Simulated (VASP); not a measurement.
# NaI (zincblende type) in VASP: notebook, part 2 of 2

VASP 6.6.1. The steps go on from the part before.

### 3 Electric field gradients, PBE (xy shear strain of -2 %)

File INCAR:

```
  PREC = Accurate
  ENCUT = 520
  EDIFF = 1E-8
  ISMEAR = -1
  SIGMA = 0.05
  LREAL = F
  LASPH = T
  NELM = 80
  ALGO = Normal
  ISIF = 2
  LWAVE = F
  LCHARG = F
  GGA = PE
  LEFG = T
  NBANDS = 14
```

File KPOINTS:

```
Automatic mesh
0
Gamma
  10 10 10
```

File POSCAR:

```
NaI
1.0
   -0.0358137864      3.5813786433      3.5813786433
    3.5813786433     -0.0358137864      3.5813786433
    3.5455648568      3.5455648568      0.0000000000
Na I
1 1
Direct
    0.0000000000      0.0000000000      0.0000000000
    0.2500000000      0.2500000000      0.2500000000
```

Potentials or basis: VASP PAW PBE potentials, release 64 (Na_pv, I).

The run is started by

```
$ cat potpaw_PBE.64/Na_pv/POTCAR potpaw_PBE.64/I/POTCAR > POTCAR
$ mpirun -np 1 vasp_std > vasp.out
```

OUTCAR:

```text
PREC = Accurate
   ENCUT = 520
   EDIFF = 1E-8
   ISMEAR = -1
   LREAL = F
   LASPH = T
   NELM = 80
   ISIF = 2
   GGA = PE

 ion  position               nearest neighbor table
   1  0.000  0.000  0.000-   2 3.08   2 3.08   2 3.12   2 3.12
   2  0.250  0.250  0.250-   1 3.08   1 3.08   1 3.12   1 3.12

  LATTYP: Found a body centered orthorhombic cell.
 ALAT       =     5.0141859068
 B/A-ratio  =     1.0202020202
 C/A-ratio  =     1.4284985479

  Lattice vectors:

 A1 = (   0.0358137864,  -3.5813786433,  -3.5813786433)
 A2 = (  -0.0358137865,   3.5813786432,  -3.5813786433)
 A3 = (   3.5813786433,  -0.0358137864,   3.5813786433)

Analysis of symmetry for initial positions (statically):
=====================================================================
 Subroutine PRICEL returns:
 Original cell was already a primitive cell.

 Routine SETGRP: Setting up the symmetry group for a
 body centered orthorhombic supercell.

 Subroutine GETGRP returns: Found  4 space group operations
 (whereof  4 operations were pure point group operations)
 out of a pool of  8 trial point group operations.

The static configuration has the point symmetry C_2v.

Analysis of symmetry for dynamics (positions and initial velocities):
=====================================================================
 Subroutine PRICEL returns:
 Original cell was already a primitive cell.

 Routine SETGRP: Setting up the symmetry group for a
 body centered orthorhombic supercell.

 Subroutine GETGRP returns: Found  4 space group operations
 (whereof  4 operations were pure point group operations)
 out of a pool of  8 trial point group operations.

[... 168 lines left out ...]
     12       8.3496      0.00000
     13       8.3516      0.00000
     14       9.5743      0.00000
[... 377 lines left out ...]
      1     -23.4101      2.00000
      2     -23.4088      2.00000
      3     -23.4086      2.00000
      4     -11.5283      2.00000
      5      -2.1777      2.00000
      6      -1.6154      2.00000
      7      -1.5263      2.00000
      8       4.2104      0.00000
      9       5.1981      0.00000
     10       6.4349      0.00000
     11       7.9116      0.00000
     12       8.2098      0.00000
     13       9.7542      0.00000
     14      10.7838      0.00000

 [... further k-points ...]
[... 5 lines left out ...]
  --------------------------------------------------------------------------------------
  -------------------------------------------------------------------------------------
  Total        0.0126382      0.0126382      0.0128701      0.1003096      0.0000000      0.0000000
  in kB        0.2204232      0.2204232      0.2244681      1.7495080      0.0000000      0.0000000
  external PRESSURE =       0.2217715 kB  Pullay stress =       0.0000000 kB

 VOLUME and BASIS-vectors are now :
 -----------------------------------------------------------------------------
  energy-cutoff  :      520.00
  volume of cell :       91.86
      direct lattice vectors                 reciprocal lattice vectors
    -0.035813786  3.581378643  3.581378643    -0.138228753  0.138228753  0.139611041
     3.581378643 -0.035813786  3.581378643     0.138228753 -0.138228753  0.139611041
     3.545564857  3.545564857  0.000000000     0.141021253  0.141021253 -0.139611041

 POSITION                                       TOTAL-FORCE (eV/Angst)
 -----------------------------------------------------------------------------------
      0.00000      0.00000      0.00000        -0.000000     -0.000000     -0.040305
      1.77278      1.77278      1.79069         0.000000      0.000000      0.040305
 -----------------------------------------------------------------------------------
    total drift:                                0.000001      0.000001     -0.000117

  FREE ENERGIE OF THE ION-ELECTRON SYSTEM (eV)
  ---------------------------------------------------
  free  energy   TOTEN  =        -5.2928259358 eV

  energy  without entropy=       -5.2928259358  energy(sigma->0) =       -5.29282594

 Electric field gradients (V/A^2)
---------------------------------------------------------------------
 ion       V_xx      V_yy      V_zz      V_xy      V_xz      V_yz
---------------------------------------------------------------------
   1       0.001     0.001    -0.001    -0.608     0.003     0.003
   2      -0.062    -0.062     0.123    -3.756    -0.000    -0.000
---------------------------------------------------------------------

 Electric field gradients after diagonalization (V/A^2)
 (convention: |V_zz| > |V_xx| > |V_yy|)
----------------------------------------------------------------------
 ion       V_xx      V_yy      V_zz     asymmetry (V_yy - V_xx)/ V_zz
----------------------------------------------------------------------
   1      -0.607    -0.001     0.608       0.996
   2       3.695     0.123    -3.818       0.935
----------------------------------------------------------------------

           NMR quadrupolar parameters

 Cq : quadrupolar parameter    Cq=e*Q*V_zz/h
 eta: asymmetry parameters     (V_yy - V_xx)/ V_zz
 Q  : nuclear electric quadrupole moment in mb (millibarn)
----------------------------------------------------------------------
 ion       Cq(MHz)       eta       Q (mb)
----------------------------------------------------------------------
   1       0.001       0.996       1.000
   2      -0.009       0.935       1.000
----------------------------------------------------------------------
```

OSZICAR:

```text
N       E                     dE             d eps       ncg     rms          rms(c)
DAV:   1     0.810122746272E+02    0.81012E+02   -0.63653E+03  4788   0.835E+02
DAV:   2     0.197515489780E+01   -0.79037E+02   -0.73786E+02  4986   0.198E+02
DAV:   3    -0.520172156649E+01   -0.71769E+01   -0.71381E+01  6216   0.601E+01
DAV:   4    -0.539290706166E+01   -0.19119E+00   -0.19114E+00  6190   0.105E+01
DAV:   5    -0.539696112983E+01   -0.40541E-02   -0.40540E-02  6702   0.144E+00    0.164E+00
DAV:   6    -0.529157346887E+01    0.10539E+00   -0.13818E-01  5526   0.173E+00    0.112E+00
DAV:   7    -0.528265961374E+01    0.89139E-02   -0.10814E-01  5892   0.140E+00    0.704E-01
DAV:   8    -0.529257315147E+01   -0.99135E-02   -0.10790E-02  5376   0.676E-01    0.214E-01
DAV:   9    -0.529240088626E+01    0.17227E-03   -0.22812E-04  5976   0.133E-01    0.722E-02
DAV:  10    -0.529280332240E+01   -0.40244E-03   -0.48687E-04  5520   0.134E-01    0.208E-02
DAV:  11    -0.529282198047E+01   -0.18658E-04   -0.41696E-05  6366   0.517E-02    0.613E-03
DAV:  12    -0.529282537667E+01   -0.33962E-05   -0.42653E-06  5490   0.117E-02    0.331E-03
DAV:  13    -0.529282594583E+01   -0.56916E-06   -0.66815E-07  6048   0.457E-03    0.667E-04
DAV:  14    -0.529282593585E+01    0.99881E-08   -0.32621E-08  5898   0.134E-03
   1 F= -.52928259E+01 E0= -.52928259E+01  d E =-.818240E-10
```

Run time: 1.8 min. Hardware: 1 thread of Intel Xeon 6975P-C (Granite Rapids), shared host; peak memory 0.38 GiB.

Results:

* Free energy: -5.2928 eV
* Pressure: 0.0 GPa
* Largest force: 0.040 eV/Å
* Band gap on the k mesh: 3.75 eV, direct

Forces on the atoms (eV/Å):
```
Na   0.000  0.000 -0.040
I    0.000  0.000  0.040
```

Stress tensor (GPa, compression positive):
```
0.02 0.17 0.00
0.17 0.02 0.00
0.00 0.00 0.02
```

Electric field gradients, principal values (V/Å²):
```tsv
atom	least	middle	greatest (by size)
1 Na	-0.001	-0.607	0.608
2 I	0.123	3.695	-3.818
```

Caveat: the cell differs from its parent crystal (xy shear strain of -2 %); without QUAD_EFG the Cq values of the log hold for a quadrupole moment of 1 mb, not for the nuclei; spin-orbit coupling is left out, which moves the levels of the heavy elements. A k mesh can miss the band edges.

### 4 Electric field gradients, PBE, non-collinear spin, zero start, spin-orbit coupling

File INCAR:

```
PREC = Accurate ; ENCUT = 520
EDIFF = 1E-8 ; ISMEAR = -1
SIGMA = 0.05 ; LREAL = F
LASPH = T ; NELM = 150
ALGO = Normal ; ISIF = 2
LWAVE = F ; LCHARG = F
MAGMOM = 0 0 0 0 0 0 ; LORBIT = 11
LSORBIT = T ; GGA_COMPAT = F
LORBMOM = T ; GGA = PE
LEFG = T ; NBANDS = 26
LUSENCCL = F
```

File KPOINTS:

```
regular mesh
0
Gamma
  10 10 10
```

File POSCAR:

```
NaI
1.0
    0.0000000000      3.5813786338      3.5813786338
    3.5813786338      0.0000000000      3.5813786338
    3.5813786338      3.5813786338      0.0000000000
Na I
1 1
Direct
    0.0000000000      0.0000000000      0.0000000000
    0.2500000000      0.2500000000      0.2500000000
```

Potentials or basis: VASP PAW PBE potentials, release 64 (Na_pv, I).

The run is started by

```
$ cat potpaw_PBE.64/Na_pv/POTCAR potpaw_PBE.64/I/POTCAR > POTCAR
$ mpirun -np 1 vasp_ncl > vasp.out
```

OUTCAR:

```text
PREC = Accurate
   ENCUT = 520
   EDIFF = 1E-8
   ISMEAR = -1
   LREAL = F
   LASPH = T
   NELM = 150
   ISIF = 2
   LORBIT = 11
   LSORBIT = T
   GGA = PE

 ion  position               nearest neighbor table
   1  0.000  0.000  0.000-   2 3.10   2 3.10   2 3.10   2 3.10
   2  0.250  0.250  0.250-   1 3.10   1 3.10   1 3.10   1 3.10

  LATTYP: Found a face centered cubic cell.
 ALAT       =     7.1627572676

  Lattice vectors:

 A1 = (   0.0000000000,   3.5813786338,   3.5813786338)
[... 1019 lines left out ...]
     0.0000000    -0.0000024     0.0000000    -0.0000024     0.0000000
    -0.0000029    -0.0000029    -0.0000024     0.0000000    -0.0000008
    -0.0000032    -0.0000008     0.0000000    -0.0000008     0.0000000
 l=   3
     0.0000000     0.0000000     0.0000000     0.0000000     0.0000000     0.0000000     0.0000000
     0.0000000     0.0000000     0.0000000     0.0000000     0.0000000     0.0000000     0.0000000
     0.0000000     0.0000000     0.0000000     0.0000000     0.0000000     0.0000000     0.0000000
     0.0000000     0.0000000     0.0000000     0.0000000     0.0000000     0.0000000     0.0000000
     0.0000000     0.0000000     0.0000000     0.0000000     0.0000000     0.0000000     0.0000000
     0.0000000     0.0000000     0.0000000     0.0000000     0.0000000     0.0000000     0.0000000
     0.0000000     0.0000000     0.0000000     0.0000000     0.0000000     0.0000000     0.0000000

 total charge

# of ion       s       p       d       tot
------------------------------------------
    1        0.049   5.973   0.000   6.022
    2        1.491   2.854   0.001   4.347
--------------------------------------------------
tot          1.540   8.828   0.001  10.369

 magnetization (x)

# of ion       s       p       d       tot
------------------------------------------
    1        0.000   0.000   0.000   0.000
    2       -0.000   0.000  -0.000   0.000
--------------------------------------------------
tot         -0.000   0.000  -0.000   0.000

 magnetization (y)

# of ion       s       p       d       tot
------------------------------------------
    1        0.000   0.000   0.000   0.000
    2       -0.000   0.000   0.000   0.000
--------------------------------------------------
tot         -0.000   0.000   0.000   0.000

 magnetization (z)

# of ion       s       p       d       tot
------------------------------------------
    1        0.000  -0.000   0.000  -0.000
    2       -0.000   0.000   0.000   0.000
--------------------------------------------------
tot         -0.000   0.000   0.000   0.000
```

It took 4.4 min on 1 × NVIDIA H100 80GB with 1 thread of AMD EPYC 7R13 (Zen 3), shared host; peak memory 1.6 GiB.

Results:

```
Free energy                                           : -5.4165 eV
Pressure                                              : 0.0 GPa
Net moment                                            : 0.00 μB per cell
Valence electrons inside the program's atomic spheres : Na 6.02; I 4.35
```

Moments on the atoms (μB; x, y, z):
```
Na  0.00 0.00 0.00
I   0.00 0.00 0.00
```

Caveat: without QUAD_EFG the Cq values of the log hold for a quadrupole moment of 1 mb, not for the nuclei.

### 5 Summary

```tsv
level	spin	cell	gap on the mesh (eV)	pressure (GPa)
r2SCAN	off	a = 5.065 Å, angles 60.0°, 2 atoms	4.37	-0.4
PBE	off	a = 5.065, b = 5.065, c = 5.014 Å, angles 60.3, 60.3, 60.7°, 2 atoms	3.75	0.0
PBE	non-collinear, zero start, SOC	a = 5.065 Å, angles 60.0°, 2 atoms	-	0.0
```

Alike in all rows: task electric field gradients; potentials or basis VASP PAW PBE potentials, release 64 (Na_pv, I); k mesh 10 × 10 × 10; cutoff (eV) 520; smearing fermi-dirac 0.05 eV.

Caveats: spin-orbit coupling is left out, which moves the levels of the heavy elements (some runs); the PAW data sets were made with another functional, which shifts forces and pressure a little (some runs).

Total energies depend on the potentials used, so only differences within one code and one set of settings carry meaning.
